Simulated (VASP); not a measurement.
# SnO2 (Cm) in VASP: further runs

SnO2 is run at these levels: PBE+D3(BJ); tasks: single point.

Everything below comes from runs of VASP 6.6.1. Logs are shortened: lines on timing, memory, paths and dates and some standing lists are left out, and cuts for length are marked.

## Step 1: The cell of the first run

Symmetry: Cm, No. 8, monoclinic system. Conventional cell: a = 5.607 Å, b = 3.237 Å, c = 4.680 Å, α = 90.00°, β = 113.54°, γ = 90.00°. Sn (site symmetry m) has 6 O at 2.00 to 2.18 Å within 2.6 Å. Within 2.7 Å of O (site symmetry m) lie 3 Sn at 2.05 to 2.15 Å and 2 O at 2.66 Å. O (site symmetry m) has 3 Sn at 2.00 to 2.18 Å and 2 O at 2.66 Å within 2.7 Å.

## Step 2: Single point, PBE+D3(BJ) (atoms displaced along a vibrational mode)

Contents of INCAR:

```
  PREC = Accurate
  ENCUT = 520
  EDIFF = 1E-6
  ISMEAR = 0
  SIGMA = 0.05
  LREAL = F
  LASPH = T
  NELM = 60
  ALGO = Normal
  ISIF = 2
  LWAVE = F
  LCHARG = F
  GGA = PE
  IVDW = 12
  NBANDS = 64
```

Contents of KPOINTS:

```
regular mesh
0
Gamma
  6 6 6
```

Contents of POSCAR:

```
SnO2
1.0
    3.2373377712      1.8690778337      4.2908446647
   -3.2373377712      1.8690778337      4.2908446647
    0.0000000000     -3.7381556673      4.2908446647
Sn O
4 8
Direct
    0.8635688947      0.8653839396      0.8653839395
    0.3635986491      0.3653852098      0.8653897059
    0.3635986491      0.8653897060      0.3653852098
    0.8635792464      0.3653914466      0.3653914465
    0.1071845045      0.6281563453      0.6281563620
    0.6071853568      0.1281958058      0.6281593846
    0.6071853568      0.6281593679      0.1281958226
    0.6312912407      0.5969604069      0.5969603908
    0.1071912301      0.1281847057      0.1281847225
    0.1313128838      0.0969217409      0.5969581116
    0.1313128838      0.5969581277      0.0969217247
    0.6312731413      0.0969411781      0.0969411620
```

Potentials or basis: VASP PAW PBE potentials, release 64 (Sn_d, O).

Launch:

```
$ cat potpaw_PBE.64/Sn_d/POTCAR potpaw_PBE.64/O/POTCAR > POTCAR
$ mpirun -np 1 vasp_std > vasp.out
```

OUTCAR:

```text
PREC = Accurate
   ENCUT = 520
   EDIFF = 1E-6
   ISMEAR = 0
   LREAL = F
   LASPH = T
   NELM = 60
   ISIF = 2
   GGA = PE
   IVDW = 12
 IVDW          = 12

 ion  position               nearest neighbor table
   1  0.864  0.865  0.865-  12 2.00   5 2.05   6 2.15   7 2.15  11 2.18  10 2.18   2 3.24   3 3.24
                             4 3.24   4 3.24   3 3.24   2 3.24
   2  0.364  0.365  0.865-  11 2.00   6 2.05   9 2.15   5 2.15  12 2.18   8 2.18   1 3.24   4 3.24
                             3 3.24   3 3.24   4 3.24   1 3.24
   3  0.364  0.865  0.365-  10 2.00   7 2.05   9 2.15   5 2.15  12 2.18   8 2.18   1 3.24   4 3.24
                             2 3.24   2 3.24   4 3.24   1 3.24
   4  0.864  0.365  0.365-   8 2.00   9 2.05   7 2.15   6 2.15  10 2.18  11 2.18   3 3.24   2 3.24
                             1 3.24   1 3.24   3 3.24   2 3.24
   5  0.107  0.628  0.628-   1 2.05   2 2.15   3 2.15
   6  0.607  0.128  0.628-   2 2.05   4 2.15   1 2.15
   7  0.607  0.628  0.128-   3 2.05   4 2.15   1 2.15
   8  0.631  0.597  0.597-   4 2.00   3 2.18   2 2.18
   9  0.107  0.128  0.128-   4 2.05   3 2.15   2 2.15
  10  0.131  0.097  0.597-   3 2.00   1 2.18   4 2.18
  11  0.131  0.597  0.097-   2 2.00   1 2.18   4 2.18
  12  0.631  0.097  0.097-   1 2.00   2 2.18   3 2.18

  LATTYP: Found a trigonal (rhomboedric) cell.
 ALAT       =     5.6907957027
 COS(alpha) =     0.3527679204

  Lattice vectors:

 A1 = (   3.2373377712,   1.8690778337,   4.2908446647)
 A2 = (  -3.2373377712,   1.8690778337,   4.2908446647)
 A3 = (   0.0000000000,  -3.7381556673,   4.2908446647)

Analysis of symmetry for initial positions (statically):
=====================================================================
 Subroutine PRICEL returns:
 Original cell was already a primitive cell.

 Routine SETGRP: Setting up the symmetry group for a
 trigonal (rhombohedral) supercell.

 Subroutine GETGRP returns: Found  2 space group operations
 (whereof  2 operations were pure point group operations)
 out of a pool of 12 trial point group operations.

The static configuration has the point symmetry C_1h.

Analysis of symmetry for dynamics (positions and initial velocities):
=====================================================================
 Subroutine PRICEL returns:
 Original cell was already a primitive cell.

 Routine SETGRP: Setting up the symmetry group for a
 trigonal (rhombohedral) supercell.

 Subroutine GETGRP returns: Found  2 space group operations
 (whereof  2 operations were pure point group operations)
 out of a pool of 12 trial point group operations.

The dynamic configuration has the point symmetry C_1h.

 Subroutine INISYM returns: Found  2 space group operations
 (whereof  2 operations are pure point group operations),
 and found     1 'primitive' translations

----------------------------------------------------------------------------------------

                                     Primitive cell

  volume of cell :     155.7792

  direct lattice vectors                    reciprocal lattice vectors
     3.237337771  1.869077834  4.290844665     0.154447894  0.089170533  0.077684782
    -3.237337771  1.869077834  4.290844665    -0.154447894  0.089170533  0.077684782
     0.000000000 -3.738155667  4.290844665     0.000000000 -0.178341066  0.077684782

  length of vectors
     5.690795703  5.690795703  5.690795703     0.194526248  0.194526248  0.194526248

  position of ions in fractional coordinates (direct lattice)
     0.863568895  0.865383940  0.865383939
     0.363598649  0.365385210  0.865389706
     0.363598649  0.865389706  0.365385210
     0.863579246  0.365391447  0.365391446
     0.107184504  0.628156345  0.628156362
     0.607185357  0.128195806  0.628159385
     0.607185357  0.628159368  0.128195823
     0.631291241  0.596960407  0.596960391
     0.107191230  0.128184706  0.128184723
     0.131312884  0.096921741  0.596958112
     0.131312884  0.596958128  0.096921725
     0.631273141  0.096941178  0.096941162

  ion indices of the primitive-cell ions
   primitive index   ion index
                 1           1
                 2           2
                 3           3
                 4           4
                 5           5
                 6           6
                 7           7
                 8           8
                 9           9
                10          10
                11          11
                12          12

----------------------------------------------------------------------------------------

 KPOINTS: regular mesh

Automatic generation of k-mesh.
 Grid dimensions read from file:
 generate k-points for:    6    6    6

 Generating k-lattice:

  Cartesian coordinates                     Fractional coordinates (reciprocal lattice)
     0.025741316  0.014861756  0.012947464     0.166666667  0.000000000  0.000000000
    -0.025741316  0.014861756  0.012947464     0.000000000  0.166666667  0.000000000
     0.000000000 -0.029723511  0.012947464     0.000000000  0.000000000  0.166666667

  Length of vectors
     0.032421041  0.032421041  0.032421041

  Shift w.r.t. Gamma in fractional coordinates (k-lattice)
     0.000000000  0.000000000  0.000000000

 Subroutine IBZKPT returns following result:
 ===========================================

 Found     68 irreducible k-points:

 Following reciprocal coordinates:
            Coordinates               Weight
  0.000000  0.000000  0.000000      1.000000
  0.166667 -0.000000  0.000000      2.000000
 -0.000000  0.166667  0.000000      4.000000
  0.333333  0.000000  0.000000      2.000000
  0.000000  0.333333  0.000000      4.000000
  0.500000  0.000000 -0.000000      1.000000
[... 16 lines left out ...]
  0.500000  0.333333  0.000000      4.000000
  0.000000  0.500000  0.333333      4.000000
 [... further k-points ...]
   k-points           NKPTS =     68   k-points in BZ     NKDIM =     68   number of bands    NBANDS=     64
   number of dos      NEDOS =    301   number of ions     NIONS =     12
   total plane-waves  NPLWV =  74088
   dimension x,y,z NGX =    42 NGY =   42 NGZ =   42
   dimension x,y,z NGXF=    84 NGYF=   84 NGZF=   84
   ions per type =               4   8
   NGX,Y,Z   is equivalent  to a cutoff of  12.27, 12.27, 12.27 a.u.
   NGXF,Y,Z  is equivalent  to a cutoff of  24.54, 24.54, 24.54 a.u.
 SYSTEM =  unknown system
   PREC   = accura    normal or accurate (medium, high low for compatibility)
   ISTART =      0    job   : 0-new  1-cont  2-samecut
   ICHARG =      2    charge: 1-file 2-atom 10-const
   ISPIN  =      1    spin polarized calculation?
   LNONCOLLINEAR =      F non collinear calculations
   LSORBIT =      F    spin-orbit coupling
   LASPH  =      T    aspherical Exc in radial PAW
   ENCUT  =  520.0 eV  38.22 Ry    6.18 a.u.  10.58 10.58 10.58*2*pi/ulx,y,z
   NELM   =     60;   NELMIN=  2; NELMDL= -5     # of ELM steps
   EDIFF  = 0.1E-05   stopping-criterion for ELM
   LREAL  =      F    real-space projection
   EDIFFG = 0.1E-04   stopping-criterion for IOM
   NSW    =      0    number of steps for IOM
   IBRION =     -1    ionic relax: 0-MD 1-quasi-New 2-CG
   NFREE  =      0    steps in history (QN), initial steepest desc. (CG)
   ISIF   =      2    stress and relaxation
   ISYM   =      2    0-nonsym 1-usesym 2-fastsym
   POTIM  = 0.5000    time-step for ionic-motion
   TEBEG  =    0.0;   TEEND  =   0.0 temperature during run
   PSTRESS=    0.0 pullay stress
   NELECT =     104.0000    total number of electrons
   NUPDOWN=      -1.0000    fix difference up-down
   EMIN   =  10.00;   EMAX   =-10.00  energy-range for DOS
   EFERMI =   0.00;   METHOD = LEGACY
   ISMEAR =     0;   SIGMA  =   0.05  broadening in eV -4-tet -1-fermi 0-gaus
   EFERMI_NEDOS =   21; number of points for ismear=-14 and -15
   IALGO  =     38    algorithm
   IMIX   =      4    mixing-type and parameters
     AMIX     =   0.40;   BMIX     =  1.00
     AMIX_MAG =   1.60;   BMIX_MAG =  1.00
  volume/ion in A,a.u.               =      12.98        87.60
  Fermi-wavevector in a.u.,A,eV,Ry     =   1.430813  2.703844 27.854188  2.047225
  Thomas-Fermi vector in A             =   2.550617
   LORBIT       =      0    0 simple, 1 ext, 2 COOP (PROOUT), +10 PAW based schemes
   GGA     = PE    functional components
   LHFCALC =     F    Hartree Fock is set to
   AEXX    =    0.0000 exact exchange contribution
   IVDW    =    12    specifies the selected vdW correction
   LEPSILON=     F    determine dielectric tensor
   LRPA    =     F    only Hartree local field effects (RPA)
 non-spin polarized calculation
 Gauss-broadening in eV      SIGMA  =   0.05
  energy-cutoff  :      520.00
  volume of cell :      155.78
 maximum number of plane-waves:      4212
   NGX = 21   NGY = 21   NGZ = 21

 number of electron     104.0000004 magnetization

 Free energy of the ion-electron system (eV)
  ---------------------------------------------------
  ext. energy  EPLUGINS =         0.00000000
  ---------------------------------------------------
  free energy    TOTEN  =       -72.09037844 eV

  energy without entropy =      -72.09037844  energy(sigma->0) =      -72.09037844

 E-fermi :   5.1960     XC(G=0): -10.7284

 val. band max:        4.9318449218   @ k =   0.0000   0.0000   0.0000
 cond. band min:       6.4186309570   @ k =   0.0000   0.0000   0.0000
 fundamental gap:      1.4867860352
 Fermi energy:         5.1959981291

 k-point     1 :       0.0000    0.0000    0.0000
  band No.  band energies     occupation
      1     -16.0073      2.00000
      2     -15.9782      2.00000
      3     -15.9781      2.00000
      4     -15.4732      2.00000
      5     -15.1909      2.00000
      6     -15.1470      2.00000
[... 1597 lines left out ...]
     63      14.4250      0.00000
     64      14.4711      0.00000

 [... further k-points ...]

------------------------ aborting loop because EDIFF is reached ----------------------------------------

 Edisp (eV)   -2.41271

 E8    (eV) :    -0.9593

  FORCE on cell =-STRESS in cart. coord.  units (eV):
  Direction    XX          YY          ZZ          XY          YZ          ZX
  --------------------------------------------------------------------------------------
  -------------------------------------------------------------------------------------
  Total       3.03645     1.52259     2.31709     1.31104    -4.55089    -7.88238
  in kB      31.22962    15.65969    23.83115    13.48396   -46.80557   -81.06964
  external pressure =       23.57 kB  Pullay stress =        0.00 kB

 VOLUME and BASIS-vectors are now :
 -----------------------------------------------------------------------------
  energy-cutoff  :      520.00
  volume of cell :      155.78
      direct lattice vectors                 reciprocal lattice vectors
     3.237337771  1.869077834  4.290844665     0.154447894  0.089170533  0.077684782
    -3.237337771  1.869077834  4.290844665    -0.154447894  0.089170533  0.077684782
     0.000000000 -3.738155667  4.290844665     0.000000000 -0.178341066  0.077684782

 POSITION                                       TOTAL-FORCE (eV/Angst)
 -----------------------------------------------------------------------------------
     -0.00588     -0.00339     11.13190         0.592727      0.342211     -0.199932
     -0.00578     -1.87243      6.84121         0.586632      0.340580     -0.200408
     -1.62447      0.93121      6.84121         0.588267      0.337748     -0.200408
      1.61280      0.93115      6.84116         0.590377      0.340854     -0.197237
     -1.68656     -0.97374      5.85055         0.842781      0.486580     -0.189078
      1.55065     -0.97367      5.85074         0.844401      0.486585     -0.190935
     -0.06790      1.82974      5.85074         0.843596      0.487981     -0.190935
      0.11114      0.06417      7.83170        -1.431658     -0.826568      0.389489
     -0.06796     -0.03924      1.55998         0.843566      0.487033     -0.191238
      0.11134     -1.80493      3.54077        -1.434573     -0.827779      0.389808
     -1.50745      0.99889      3.54077        -1.434164     -0.828487      0.389808
      1.72981      0.99871      3.54061        -1.431953     -0.826738      0.391066
 -----------------------------------------------------------------------------------
    total drift:                                0.002233      0.001295     -0.000613

  FREE ENERGIE OF THE ION-ELECTRON SYSTEM (eV)
  ---------------------------------------------------
  free  energy   TOTEN  =       -74.5030854808 eV

  energy  without entropy=      -74.5030854808  energy(sigma->0) =      -74.50308548
```

Wall time 6.7 min (1 thread of Intel Xeon 6975P-C (Granite Rapids), shared host); peak memory 0.57 GiB.

Results:

- Free energy: -74.5031 eV
- Pressure: 2.4 GPa
- Largest force: 1.702 eV/Å
- Band gap on the k mesh: 1.49 eV
- Dispersion energy per atom: -0.201 eV

Forces on the atoms (eV/Å):
```
Sn   0.593  0.342 -0.200
Sn   0.587  0.341 -0.200
Sn   0.588  0.338 -0.200
Sn   0.590  0.341 -0.197
O    0.843  0.487 -0.189
O    0.844  0.487 -0.191
O    0.844  0.488 -0.191
O   -1.432 -0.827  0.389
O    0.844  0.487 -0.191
O   -1.435 -0.828  0.390
O   -1.434 -0.828  0.390
O   -1.432 -0.827  0.391
```

Levels at points of the mesh, in eV from the valence-band top:
```
           k point  band 50  band 51  band 52  band 53  band 54  band 55
(0.00, 0.00, 0.00)    -0.05     0.00     0.00     1.49     4.64     4.64
(0.50, 0.00, 0.00)    -0.29    -0.19    -0.19     4.20     4.20     5.44
(0.00, 0.50, 0.00)    -0.51    -0.06    -0.06     3.92     3.92     5.57
(0.50, 0.50, 0.00)    -0.61    -0.14    -0.14     4.33     4.33     5.61
(0.00, 0.50, 0.50)    -0.63    -0.26    -0.26     4.58     4.58     5.35
(0.50, 0.50, 0.50)    -0.88    -0.88    -0.85     3.40     5.06     5.06
```

Caveat: the cell differs from its parent crystal (atoms displaced along a vibrational mode); spin-orbit coupling is left out, which moves the levels of the heavy elements; forces of over 1 eV/Å act on the atoms, so gaps and moduli don't describe the material at rest.

## Step 3: Single point, PBE+D3(BJ) (atoms displaced along a vibrational mode)

Contents of INCAR:

```
SYSTEM = SnO2
PREC = Accurate ; ENCUT = 520
EDIFF = 1E-6 ; ISMEAR = 0
SIGMA = 0.05 ; LREAL = .False.
LASPH = .True. ; NELM = 100
ALGO = Normal ; ISIF = 2
LWAVE = .False. ; LCHARG = .True.
GGA = PE ; IVDW = 12
LELF = .True. ; LVHAR = .True.
NBANDS = 64
```

Contents of KPOINTS:

```
Automatic mesh
0
Gamma
  6 6 6
  0 0 0
```

Contents of POSCAR:

```
SnO2
1.0
    3.2373377712      1.8690778337      4.2908446647
   -3.2373377712      1.8690778337      4.2908446647
    0.0000000000     -3.7381556673      4.2908446647
Sn O
4 8
Direct
    0.8635708757      0.8653829491      0.8653829490
    0.3635971498      0.3653867286      0.8653889283
    0.3635971498      0.8653889283      0.3653867285
    0.8635808016      0.3653914272      0.3653914271
    0.1133359091      0.6250823833      0.6250823946
    0.6133322521      0.1251201062      0.6250864513
    0.6133322521      0.6250864400      0.1251201175
    0.6251427120      0.6000346685      0.6000346579
    0.1133400524      0.1251102973      0.1251103086
    0.1251584479      0.1000008539      0.6000284171
    0.1251584479      0.6000284277      0.1000008433
    0.6251325358      0.1000164955      0.1000164848
```

Potentials or basis: VASP PAW PBE potentials, release 64 (Sn_d, O).

Launch:

```
$ cat potpaw_PBE.64/Sn_d/POTCAR potpaw_PBE.64/O/POTCAR > POTCAR
$ mpirun -np 1 vasp_std > vasp.out
```

It took 17 min on 1 thread of Oxide Virtual Turin-like, shared host; peak memory 0.54 GiB.

The run converged. Its results:

```yaml
Free_energy: -74.8036 eV
Pressure: 1.5 GPa
Largest_force: 1.192 eV/Å
Band_gap_on_the_k_mesh: 1.54 eV
Dispersion_energy_per_atom: -0.201 eV
```

Forces in eV/Å, atoms in the order of the input:
```
Sn   0.522  0.302 -0.126
Sn   0.518  0.300 -0.126
Sn   0.519  0.298 -0.126
Sn   0.521  0.301 -0.124
O    0.491  0.283 -0.105
O    0.492  0.283 -0.106
O    0.491  0.284 -0.106
O   -1.010 -0.583  0.231
O    0.491  0.284 -0.107
O   -1.012 -0.584  0.231
O   -1.012 -0.585  0.231
O   -1.010 -0.583  0.232
```

Stress tensor (GPa, compression positive):
```
 2.10  0.84 -5.40
 0.84  1.13 -3.12
-5.40 -3.12  1.26
```

Levels at points of the mesh, in eV from the valence-band top:
```
           k point  band 50  band 51  band 52  band 53  band 54  band 55
(0.00, 0.00, 0.00)    -0.01     0.00     0.00     1.54     4.69     4.69
(0.50, 0.00, 0.00)    -0.30    -0.12    -0.12     4.18     4.18     5.49
(0.00, 0.50, 0.00)    -0.45    -0.05    -0.05     3.99     3.99     5.58
(0.50, 0.50, 0.00)    -0.58    -0.13    -0.13     4.40     4.40     5.61
(0.00, 0.50, 0.50)    -0.60    -0.21    -0.21     4.57     4.57     5.43
(0.50, 0.50, 0.50)    -0.90    -0.89    -0.89     3.46     5.15     5.15
```

Caveat: the cell differs from its parent crystal (atoms displaced along a vibrational mode); spin-orbit coupling is left out, which moves the levels of the heavy elements; forces of over 1 eV/Å act on the atoms, so gaps and moduli don't describe the material at rest.
